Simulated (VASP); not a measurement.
Here is a VASP 6.6.1 calculation.

File INCAR:

```
PREC     = Accurate       # precision mode
ENCUT    = 520            # plane-wave cutoff, eV
EDIFF    = 1E-6           # SCF threshold, eV
ISMEAR   = -1             # smearing method
SIGMA    = 0.08           # smearing width, eV
LREAL    = False          # projectors in reciprocal space
LASPH    = True           # aspherical terms in the spheres
NELM     = 150            # most SCF steps
ALGO     = Normal         # electronic algorithm
ISIF     = 2              # what is computed and relaxed
LWAVE    = False          # write WAVECAR
LCHARG   = False          # write CHGCAR
LMAXMIX  = 4              # l up to which the mixer works
LDAU     = True           # DFT+U
LDAUTYPE = 2            
LDAUL    = 2              # shell
LDAUU    = 2              # U, eV
LDAUJ    = 0            
LDAUPRINT= 1            
GGA      = PS             # functional
NBANDS   = 14             # bands
```

Contents of KPOINTS:

```
Automatic mesh
0
Gamma
  18 18 10
```

The input POSCAR:

```
Re
1.0
    2.7483150318      0.0000000000      0.0000000000
   -1.3741575159      2.3801106351      0.0000000000
    0.0000000000      0.0000000000      4.4362923090
Re
2
Direct
    0.3333333333      0.6666666667      0.2500000000
    0.6666666667      0.3333333333      0.7500000000
```

Potentials or basis: VASP PAW PBE potentials, release 64 (Re).

Launch:

```bash
$ cat potpaw_PBE.64/Re/POTCAR > POTCAR
$ mpirun -np 1 vasp_std > vasp.out
```

What does it give for the band gap on the k mesh?

Zero (bands 7 and 8 overlap by 3.25 eV).

Predict the pressure.

1.6 GPa.

Eigenvalues of the final occupation matrices:
```
    site  spin  trace               eigenvalues
site 1 d     1   2.47  0.49 0.49 0.50 0.50 0.51
site 1 d     2   2.47  0.49 0.49 0.50 0.50 0.51
site 2 d     1   2.47  0.49 0.49 0.50 0.50 0.51
site 2 d     2   2.47  0.49 0.49 0.50 0.50 0.51
```

Caveat: the PAW data sets were made with another functional, which shifts forces and pressure a little; spin-orbit coupling is left out, which moves the levels of the heavy elements; U without spin polarisation on a metal has little footing; the U is typed as a test and isn't derived for this compound.
